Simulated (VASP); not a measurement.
Pt:

```
Pt
1.0
     4.94280    0.00000    0.00000
     0.00000    4.94280    0.00000
     0.00000    0.00000    4.94280
Pt
8
Direct
  0.00000 0.00000 0.00000
  0.50000 0.50000 0.50000
  0.25000 0.00000 0.50000
  0.75000 0.00000 0.50000
  0.50000 0.25000 0.00000
  0.50000 0.75000 0.00000
  0.00000 0.50000 0.25000
  0.00000 0.50000 0.75000
```

* Program: VASP 6.6.1
* Task: relaxation of cell and atoms
* Functional: LDA
* Potentials or basis: VASP PAW LDA potentials, release 64 (Pt)
* Cutoff: 600 eV
* k mesh: 5 × 5 × 5
* Occupations: fermi-dirac, width 0.1 eV
* Spin: no spin polarisation

At the start: pressure 4.7 GPa; volume 15.09 Å³/atom.

How do energy, volume and symmetry change on relaxing?

Over 3 steps the energy falls by 3.5 meV/atom and the volume is 15.35 Å³/atom (+1.7 %); space group Pm-3n (No. 223, to 0.05 Å).

Step by step:
```csv
step,energy change (eV),largest force (eV/Å),pressure (GPa),volume (Å³)
1,0.0000,0.0000,4.71,120.76
2,0.1990,0.0000,-11.63,128.68
3,-0.0283,0.0000,-0.10,122.77
```

Final structure:
```
CELL_PARAMETERS angstrom
4.97003 0.00000 0.00000
0.00000 4.97003 0.00000
0.00000 0.00000 4.97003
ATOMIC_POSITIONS crystal
Pt 0.00000 0.00000 0.00000
Pt 0.50000 0.50000 0.50000
Pt 0.25000 0.00000 0.50000
Pt 0.75000 0.00000 0.50000
Pt 0.50000 0.25000 0.00000
Pt 0.50000 0.75000 0.00000
Pt 0.00000 0.50000 0.25000
Pt 0.00000 0.50000 0.75000
```
